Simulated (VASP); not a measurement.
# Se (P2_12_12) in VASP: a series of runs

Runs on Se. Level: PBE. Tasks: single point.

Everything below comes from runs of VASP 6.6.1. Logs are shortened: lines on timing, memory, paths and dates and some standing lists are left out, and cuts for length are marked.

## (1) The cell of the first run

Symmetry: P2_12_12, No. 18, orthorhombic system. Conventional cell: a = 4.868 Å, b = 7.909 Å, c = 2.740 Å, α = 90.00°, β = 90.00°, γ = 90.00°. Se (site symmetry 1) has 3 Se at 2.31 to 2.74 Å within 3.0 Å.

## (2) Single point, PBE

Input file INCAR:

```
SYSTEM = Se
ALGO = Normal
EDIFF = 1E-6
ENCUT = 520
GGA = PE
ISIF = 2
ISMEAR = 0
LASPH = .True.
LCHARG = .True.
LELF = .True.
LREAL = .False.
LVHAR = .True.
LWAVE = .False.
NBANDS = 20
NELM = 60
PREC = Accurate
SIGMA = 0.1
```

Input file KPOINTS:

```
k-points
0
Gamma
  10 6 16
  0 0 0
```

Input file POSCAR:

```
Se
1.0
    4.8681583976      0.0000000000      0.0000000000
    0.0000000000      7.9093295400      0.0000000000
    0.0000000000      0.0000000000      2.7402019956
Se
4
Direct
    0.6740806000      0.4010458100      0.2638364000
    0.8259194000      0.9010458100      0.7361636000
    0.3259194000      0.5989541900      0.2638364000
    0.1740806000      0.0989541900      0.7361636000
```

Potentials or basis: VASP PAW PBE potentials, release 64 (Se).

Started as:

```
> cat potpaw_PBE.64/Se/POTCAR > POTCAR
> mpirun -np 1 vasp_std > vasp.out
```

OUTCAR:

```text
SYSTEM = Se
   EDIFF = 1E-6
   ENCUT = 520
   GGA = PE
   ISIF = 2
   ISMEAR = 0
   LASPH = .True.
   LREAL = .False.
   NELM = 60
   PREC = Accurate

 ion  position               nearest neighbor table
   1  0.674  0.401  0.264-   3 2.31
   2  0.826  0.901  0.736-   4 2.31
   3  0.326  0.599  0.264-   1 2.31
   4  0.174  0.099  0.736-   2 2.31

  LATTYP: Found a simple orthorhombic cell.
 ALAT       =     2.7402019956
 B/A-ratio  =     1.7765691746
 C/A-ratio  =     2.8864038318

  Lattice vectors:

 A1 = (   0.0000000000,   0.0000000000,   2.7402019956)
 A2 = (   4.8681583976,   0.0000000000,   0.0000000000)
 A3 = (   0.0000000000,   7.9093295400,   0.0000000000)

Analysis of symmetry for initial positions (statically):
=====================================================================
 Subroutine PRICEL returns:
 Original cell was already a primitive cell.

 Routine SETGRP: Setting up the symmetry group for a
 simple orthorhombic supercell.

 Subroutine GETGRP returns: Found  4 space group operations
 (whereof  2 operations were pure point group operations)
 out of a pool of  8 trial point group operations.

The static configuration has the point symmetry C_2 .
 The point group associated with its full space group is D_2 .

Analysis of symmetry for dynamics (positions and initial velocities):
=====================================================================
 Subroutine PRICEL returns:
 Original cell was already a primitive cell.

 Routine SETGRP: Setting up the symmetry group for a
 simple orthorhombic supercell.

 Subroutine GETGRP returns: Found  4 space group operations
 (whereof  2 operations were pure point group operations)
 out of a pool of  8 trial point group operations.

The dynamic configuration has the point symmetry C_2 .
 The point group associated with its full space group is D_2 .

 Subroutine INISYM returns: Found  4 space group operations
 (whereof  2 operations are pure point group operations),
 and found     1 'primitive' translations

----------------------------------------------------------------------------------------

                                     Primitive cell

  volume of cell :     105.5084

  direct lattice vectors                    reciprocal lattice vectors
     4.868158398  0.000000000  0.000000000     0.205416488  0.000000000  0.000000000
     0.000000000  7.909329540  0.000000000     0.000000000  0.126432967  0.000000000
     0.000000000  0.000000000  2.740201996     0.000000000  0.000000000  0.364936600

  length of vectors
     4.868158398  7.909329540  2.740201996     0.205416488  0.126432967  0.364936600

  position of ions in fractional coordinates (direct lattice)
     0.674080600  0.401045810  0.263836400
     0.825919400  0.901045810  0.736163600
     0.325919400  0.598954190  0.263836400
     0.174080600  0.098954190  0.736163600

  ion indices of the primitive-cell ions
   primitive index   ion index
                 1           1
                 2           2
                 3           3
                 4           4

----------------------------------------------------------------------------------------

 KPOINTS: k-points

Automatic generation of k-mesh.
 Grid dimensions read from file:
 generate k-points for:   10    6   16

 Generating k-lattice:

  Cartesian coordinates                     Fractional coordinates (reciprocal lattice)
     0.020541649  0.000000000  0.000000000     0.100000000  0.000000000  0.000000000
     0.000000000  0.021072161  0.000000000     0.000000000  0.166666667  0.000000000
     0.000000000  0.000000000  0.022808538     0.000000000  0.000000000  0.062500000

  Length of vectors
     0.020541649  0.021072161  0.022808538

  Shift w.r.t. Gamma in fractional coordinates (k-lattice)
     0.000000000  0.000000000  0.000000000

 Subroutine IBZKPT returns following result:
 ===========================================

 Found    216 irreducible k-points:

 Following reciprocal coordinates:
            Coordinates               Weight
  0.000000  0.000000  0.000000      1.000000
  0.100000  0.000000  0.000000      2.000000
  0.200000  0.000000  0.000000      2.000000
  0.300000  0.000000  0.000000      2.000000
  0.400000  0.000000  0.000000      2.000000
  0.500000  0.000000  0.000000      1.000000
[... 16 lines left out ...]
  0.400000  0.500000  0.000000      2.000000
  0.500000  0.500000  0.000000      1.000000
 [... further k-points ...]
   k-points           NKPTS =    216   k-points in BZ     NKDIM =    216   number of bands    NBANDS=     20
   number of dos      NEDOS =    301   number of ions     NIONS =      4
   total plane-waves  NPLWV =  43200
   dimension x,y,z NGX =    36 NGY =   60 NGZ =   20
   dimension x,y,z NGXF=    72 NGYF=  120 NGZF=   40
   ions per type =               4
   NGX,Y,Z   is equivalent  to a cutoff of  12.29, 12.61, 12.13 a.u.
   NGXF,Y,Z  is equivalent  to a cutoff of  24.59, 25.22, 24.27 a.u.
 SYSTEM =  Se
[... 26 lines left out ...]
   IALGO  =     38    algorithm
   IMIX   =      4    mixing-type and parameters
     AMIX     =   0.40;   BMIX     =  1.00
     AMIX_MAG =   1.60;   BMIX_MAG =  1.00
  volume/ion in A,a.u.               =      26.38       178.00
  Fermi-wavevector in a.u.,A,eV,Ry     =   0.999347  1.888492 13.588059  0.998694
  Thomas-Fermi vector in A             =   2.131631
   LORBIT       =      0    0 simple, 1 ext, 2 COOP (PROOUT), +10 PAW based schemes
   GGA     = PE    functional components
   LHFCALC =     F    Hartree Fock is set to
   AEXX    =    0.0000 exact exchange contribution
   IVDW    =     0    specifies the selected vdW correction
   LEPSILON=     F    determine dielectric tensor
   LRPA    =     F    only Hartree local field effects (RPA)
 non-spin polarized calculation
 Gauss-broadening in eV      SIGMA  =   0.10
  energy-cutoff  :      520.00
  volume of cell :      105.51
 maximum number of plane-waves:      2872
   NGX = 19   NGY = 29   NGZ = 11

 number of electron      23.9999994 magnetization

 Free energy of the ion-electron system (eV)
  ---------------------------------------------------
  ext. energy  EPLUGINS =         0.00000000
  ---------------------------------------------------
  free energy    TOTEN  =       -13.40190634 eV

  energy without entropy =      -13.39479768  energy(sigma->0) =      -13.39835201

 E-fermi :   3.1370     XC(G=0):  -9.0511

 val. band max:        3.1336438469   @ k =   0.4000   0.0000   0.3125
 cond. band min:       3.1399964630   @ k =   0.4000   0.1667   0.3125
 fundamental gap:      0.0063526161
 Fermi energy:         3.1369561552

 k-point     1 :       0.0000    0.0000    0.0000
  band No.  band energies     occupation
      1     -13.0023      2.00000
      2     -12.5768      2.00000
      3      -9.8242      2.00000
      4      -9.2191      2.00000
      5      -2.3442      2.00000
      6      -2.2254      2.00000
[... 12 lines left out ...]
     19       9.5399      0.00000
     20      11.9885      0.00000

 k-point     2 :       0.1000    0.0000    0.0000
  band No.  band energies     occupation
      1     -12.9809      2.00000
      2     -12.5729      2.00000
      3      -9.8290      2.00000
      4      -9.2666      2.00000
      5      -2.4621      2.00000
      6      -2.1813      2.00000
[... 12 lines left out ...]
     19       9.8769      0.00000
     20      12.0011      0.00000

 k-point     3 :       0.2000    0.0000    0.0000
  band No.  band energies     occupation
      1     -12.9207      2.00000
      2     -12.5658      2.00000
      3      -9.8409      2.00000
      4      -9.3914      2.00000
      5      -2.6855      2.00000
      6      -2.1291      2.00000
[... 12 lines left out ...]
     19      10.6554      0.00000
     20      11.9845      0.00000

 k-point     4 :       0.3000    0.0000    0.0000
  band No.  band energies     occupation
      1     -12.8328      2.00000
      2     -12.5674      2.00000
      3      -9.8509      2.00000
      4      -9.5500      2.00000
      5      -2.8519      2.00000
      6      -2.2682      2.00000
[... 429 lines left out ...]
 k-point    23 :       0.4000    0.5000    0.0000
  band No.  band energies     occupation
      1     -12.6640      2.00000
      2     -12.6640      2.00000
      3      -9.7766      2.00000
      4      -9.7766      2.00000
      5      -2.3248      2.00000
      6      -2.3248      2.00000
[... 12 lines left out ...]
     19      10.9812      0.00000
     20      10.9812      0.00000

 k-point    24 :       0.5000    0.5000    0.0000
  band No.  band energies     occupation
      1     -12.6472      2.00000
      2     -12.6472      2.00000
      3      -9.8075      2.00000
      4      -9.8075      2.00000
      5      -2.2350      2.00000
      6      -2.2350      2.00000
[... 12 lines left out ...]
     19      10.4891      0.00000
     20      10.4891      0.00000

 [... further k-points ...]

------------------------ aborting loop because EDIFF is reached ----------------------------------------

  FORCE on cell =-STRESS in cart. coord.  units (eV):
  Direction    XX          YY          ZZ          XY          YZ          ZX
  --------------------------------------------------------------------------------------
  -------------------------------------------------------------------------------------
  Total        1.9841364      1.9094317     -0.4116070      0.0000000      0.0000000      0.0000000
  in kB       30.1297250     28.9953103     -6.2503795      0.0000000      0.0000000      0.0000000
  external PRESSURE =      17.6248853 kB  Pullay stress =       0.0000000 kB

 VOLUME and BASIS-vectors are now :
 -----------------------------------------------------------------------------
  energy-cutoff  :      520.00
  volume of cell :      105.51
      direct lattice vectors                 reciprocal lattice vectors
     4.868158398  0.000000000  0.000000000     0.205416488  0.000000000  0.000000000
     0.000000000  7.909329540  0.000000000     0.000000000  0.126432967  0.000000000
     0.000000000  0.000000000  2.740201996     0.000000000  0.000000000  0.364936600

 POSITION                                       TOTAL-FORCE (eV/Angst)
 -----------------------------------------------------------------------------------
      3.28153      3.17200      0.72297         0.501771     -0.471569      0.002890
      4.02071      7.12667      2.01724        -0.501771     -0.471569     -0.002890
      1.58663      4.73733      0.72297        -0.501771      0.471569      0.002890
      0.84745      0.78266      2.01724         0.501771      0.471569     -0.002890
 -----------------------------------------------------------------------------------
    total drift:                                0.000000      0.000000     -0.000000

  FREE ENERGIE OF THE ION-ELECTRON SYSTEM (eV)
  ---------------------------------------------------
  free  energy   TOTEN  =       -13.4019063356 eV

  energy  without entropy=      -13.3947976767  energy(sigma->0) =      -13.39835201
```

Wall time 5.9 min (1 thread of Oxide Virtual Turin-like, shared host); peak memory 0.4 GiB.

Results:

```
Free energy            : -13.4019 eV
Pressure               : 1.8 GPa
Largest force          : 0.689 eV/Å
Band gap on the k mesh : zero (bands 12 and 13 overlap by 3.11 eV)
```

Forces in eV/Å, atoms in the order of the input:
```
Se   0.502 -0.472  0.003
Se  -0.502 -0.472 -0.003
Se  -0.502  0.472  0.003
Se   0.502  0.472 -0.003
```

Levels at points of the mesh, in eV from the Fermi level:
| k point | band 8 | band 9 | band 10 | band 11 | band 12 | band 13 | band 14 | band 15 | band 16 | band 17 |
| --- | --- | --- | --- | --- | --- | --- | --- | --- | --- | --- |
| (0.00, 0.00, 0.00) | -3.27 | -2.66 | -1.96 | 1.33 | 1.73 | 2.22 | 2.55 | 4.43 | 4.73 | 4.76 |
| (0.50, 0.00, 0.00) | -3.70 | -1.22 | -1.22 | 1.67 | 1.67 | 2.49 | 2.49 | 4.45 | 4.45 | 6.59 |
| (0.00, 0.50, 0.00) | -3.23 | -2.46 | -2.46 | 0.95 | 0.95 | 2.37 | 2.37 | 4.61 | 4.61 | 6.27 |
| (0.50, 0.50, 0.00) | -4.65 | -0.70 | -0.70 | 1.71 | 1.71 | 2.49 | 2.49 | 4.44 | 4.44 | 6.86 |
| (0.00, 0.00, 0.50) | -4.19 | -3.34 | -3.33 | -1.37 | -1.31 | -0.19 | -0.15 | 2.90 | 2.96 | 5.39 |
| (0.50, 0.00, 0.50) | -4.49 | -3.27 | -3.27 | -2.30 | -2.30 | 1.06 | 1.06 | 3.35 | 3.35 | 5.17 |
| (0.00, 0.50, 0.50) | -4.27 | -3.30 | -3.30 | -1.39 | -1.39 | -0.17 | -0.17 | 3.16 | 3.16 | 5.79 |
| (0.50, 0.50, 0.50) | -4.54 | -3.21 | -3.21 | -2.14 | -2.14 | 0.92 | 0.92 | 2.82 | 2.82 | 5.60 |

## (3) Single point, PBE

Input file INCAR:

```
PREC = Accurate ; ENCUT = 520
EDIFF = 1E-6 ; ISMEAR = 0
SIGMA = 0.01 ; LREAL = F
LASPH = T ; NELM = 60
ALGO = Normal ; ISIF = 2
LWAVE = F ; LCHARG = F
GGA = PE ; NBANDS = 20
```

Input file KPOINTS:

```
Automatic mesh
0
Gamma
  10 6 16
```

POSCAR is that of step 2.

Potentials or basis: VASP PAW PBE potentials, release 64 (Se).

Started as:

```
> cat potpaw_PBE.64/Se/POTCAR > POTCAR
> mpirun -np 1 vasp_std > vasp.out
```

It took 5.7 min on 1 thread of Oxide Virtual Turin-like, shared host; peak memory 0.4 GiB.

Results (log left out):

```yaml
Free_energy: -13.3982 eV
Pressure: 1.8 GPa
Largest_force: 0.694 eV/Å
Band_gap_on_the_k_mesh: zero (bands 12 and 13 overlap by 3.11 eV)
```

Forces in eV/Å, atoms in the order of the input:
```
Se   0.509 -0.472  0.003
Se  -0.509 -0.472 -0.003
Se  -0.509  0.472  0.003
Se   0.509  0.472 -0.003
```

Stress tensor (GPa, compression positive):
```
 3.03  0.00  0.00
 0.00  2.92  0.00
 0.00  0.00 -0.68
```

Levels at points of the mesh, in eV from the Fermi level:
```csv
k point,band 8,band 9,band 10,band 11,band 12,band 13,band 14,band 15,band 16,band 17
"(0.00, 0.00, 0.00)",-3.26,-2.65,-1.95,1.34,1.74,2.23,2.56,4.43,4.74,4.77
"(0.50, 0.00, 0.00)",-3.69,-1.21,-1.21,1.68,1.68,2.50,2.50,4.45,4.45,6.60
"(0.00, 0.50, 0.00)",-3.22,-2.45,-2.45,0.96,0.96,2.38,2.38,4.62,4.62,6.28
"(0.50, 0.50, 0.00)",-4.64,-0.69,-0.69,1.72,1.72,2.50,2.50,4.45,4.45,6.87
"(0.00, 0.00, 0.50)",-4.18,-3.34,-3.32,-1.36,-1.30,-0.18,-0.14,2.91,2.97,5.40
"(0.50, 0.00, 0.50)",-4.48,-3.26,-3.26,-2.29,-2.29,1.07,1.07,3.36,3.36,5.18
"(0.00, 0.50, 0.50)",-4.26,-3.29,-3.29,-1.38,-1.38,-0.16,-0.16,3.17,3.17,5.80
"(0.50, 0.50, 0.50)",-4.53,-3.21,-3.21,-2.13,-2.13,0.93,0.93,2.83,2.83,5.61
```

## (4) Single point, PBE

Input file INCAR:

```
SYSTEM = Se
ALGO     = Normal         ! electronic algorithm
EDIFF    = 1E-7           ! SCF threshold, eV
ENCUT    = 520            ! plane-wave cutoff, eV
GGA      = PE             ! functional
ISIF     = 2              ! what is computed and relaxed
ISMEAR   = 0              ! smearing method
LASPH    = .True.         ! aspherical terms in the spheres
LCHARG   = .False.        ! write CHGCAR
LREAL    = .False.        ! projectors in reciprocal space
LWAVE    = .False.        ! write WAVECAR
NBANDS   = 20             ! bands
NELM     = 80             ! most SCF steps
PREC     = Accurate       ! precision mode
SIGMA    = 0.3            ! smearing width, eV
```

Input file KPOINTS:

```
k-points
0
Gamma
  10 6 16
  0 0 0
```

POSCAR is that of step 3.

Started as:

```
> cat potpaw_PBE.64/Se/POTCAR > POTCAR
> mpirun -np 1 vasp_std > vasp.out
```

It took 6.4 min on 1 thread of Oxide Virtual Turin-like, shared host; peak memory 0.4 GiB.

It converged, with:

```
Free energy            : -13.4350 eV
Pressure               : 1.8 GPa
Largest force          : 0.617 eV/Å
Band gap on the k mesh : zero (bands 12 and 13 overlap by 3.12 eV)
```

Forces on the atoms (eV/Å):
```
Se   0.442 -0.430  0.003
Se  -0.442 -0.430 -0.003
Se  -0.442  0.430  0.003
Se   0.442  0.430 -0.003
```

Stress tensor (GPa, compression positive):
```
2.77 0.00 0.00
0.00 2.62 0.00
0.00 0.00 0.12
```

Levels at points of the mesh, in eV from the Fermi level:
```csv
k point,band 9,band 10,band 11,band 12,band 13,band 14,band 15,band 16
"(0.00, 0.00, 0.00)",-2.66,-1.97,1.34,1.73,2.23,2.56,4.43,4.73
"(0.50, 0.00, 0.00)",-1.22,-1.22,1.67,1.67,2.50,2.50,4.45,4.45
"(0.00, 0.50, 0.00)",-2.46,-2.46,0.95,0.95,2.38,2.38,4.61,4.61
"(0.50, 0.50, 0.00)",-0.70,-0.70,1.72,1.72,2.50,2.50,4.45,4.45
"(0.00, 0.00, 0.50)",-3.34,-3.33,-1.37,-1.31,-0.19,-0.15,2.91,2.97
"(0.50, 0.00, 0.50)",-3.27,-3.27,-2.30,-2.30,1.06,1.06,3.35,3.35
"(0.00, 0.50, 0.50)",-3.30,-3.30,-1.39,-1.39,-0.18,-0.18,3.16,3.16
"(0.50, 0.50, 0.50)",-3.21,-3.21,-2.14,-2.14,0.92,0.92,2.82,2.82
```

Caveat: so wide a smearing shifts energies and pressures.

## (5) Single point, PBE

Input file INCAR:

```
SYSTEM = Se
PREC     = Accurate       ! precision mode
ENCUT    = 520            ! plane-wave cutoff, eV
EDIFF    = 1E-6           ! SCF threshold, eV
ISMEAR   = -1             ! smearing method
SIGMA    = 0.01           ! smearing width, eV
LREAL    = .False.        ! projectors in reciprocal space
LASPH    = .True.         ! aspherical terms in the spheres
NELM     = 100            ! most SCF steps
ALGO     = Normal         ! electronic algorithm
ISIF     = 2              ! what is computed and relaxed
LWAVE    = .False.        ! write WAVECAR
LCHARG   = .False.        ! write CHGCAR
GGA      = PE             ! functional
NBANDS   = 20             ! bands
```

Input file KPOINTS:

```
regular mesh
0
Gamma
  10 6 16
  0 0 0
```

POSCAR is that of step 4.

Started as:

```
> cat potpaw_PBE.64/Se/POTCAR > POTCAR
> mpirun -np 1 vasp_std > vasp.out
```

Wall time 5.7 min (1 thread of Oxide Virtual Turin-like, shared host); peak memory 0.4 GiB.

It converged, with:

```
Free energy            : -13.3984 eV
Pressure               : 1.8 GPa
Largest force          : 0.695 eV/Å
Band gap on the k mesh : zero (bands 12 and 13 overlap by 3.11 eV)
```

Forces in eV/Å, atoms in the order of the input:
```
Se   0.509 -0.473  0.003
Se  -0.509 -0.473 -0.003
Se  -0.509  0.473  0.003
Se   0.509  0.473 -0.003
```

Stress tensor (GPa, compression positive):
```
 3.02  0.00  0.00
 0.00  2.92  0.00
 0.00  0.00 -0.68
```

Levels at points of the mesh, in eV from the Fermi level:
```csv
k point,band 10,band 11,band 12,band 13,band 14,band 15
"(0.00, 0.00, 0.00)",-1.95,1.34,1.74,2.23,2.56,4.43
"(0.50, 0.00, 0.00)",-1.22,1.68,1.68,2.50,2.50,4.45
"(0.00, 0.50, 0.00)",-2.45,0.96,0.96,2.38,2.38,4.62
"(0.50, 0.50, 0.00)",-0.69,1.72,1.72,2.50,2.50,4.45
"(0.00, 0.00, 0.50)",-3.32,-1.36,-1.30,-0.18,-0.14,2.91
"(0.50, 0.00, 0.50)",-3.26,-2.29,-2.29,1.07,1.07,3.36
"(0.00, 0.50, 0.50)",-3.29,-1.38,-1.38,-0.17,-0.17,3.17
"(0.50, 0.50, 0.50)",-3.21,-2.13,-2.13,0.93,0.93,2.83
```

## (6) Summary

```csv
smearing,gap on the mesh (eV),pressure (GPa),largest force (eV/Å)
gaussian 0.1 eV,none,1.8,0.69
gaussian 0.01 eV,none,1.8,0.69
gaussian 0.3 eV,none,1.8,0.62
fermi-dirac 0.01 eV,none,1.8,0.70
```

Alike in all rows: task single point; level PBE; potentials or basis VASP PAW PBE potentials, release 64 (Se); no spin polarisation; cell as given; k mesh 10 × 6 × 16; cutoff (eV) 520.

Caveats: so wide a smearing shifts energies and pressures (at least some runs).

Total energies depend on the potentials used, so only differences within one code and one set of settings carry meaning.
